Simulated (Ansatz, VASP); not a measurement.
## BP: VASP beside Ansatz

```xyz
2
Lattice="0.0000 2.2683 2.2683 2.2683 0.0000 2.2683 2.2683 2.2683 0.0000" Properties=species:S:1:pos:R:3 pbc="T T T"
B     0.0000    0.0000    0.0000
P     1.1342    1.1342    1.1342
```

Alike in both runs: task single point; functional PBE; k mesh 6 × 6 × 6; no spin polarisation.

```csv
,VASP,Ansatz
version,VASP 6.6.1,Ansatz 0.2.0
potentials or method,"VASP PAW PBE potentials, release 64 (B, P)",plane waves
plane-wave cutoff (eV),520,1116
occupations,"gaussian, width 0.01 eV",fixed
valence electrons in the cell,8,8
```

```tsv
	VASP	Ansatz	Ansatz less VASP
gap on the k mesh at the Fermi level (eV)	1.33	1.34	+0.010
pressure (GPa)	1.2	1.4	+0.22
```
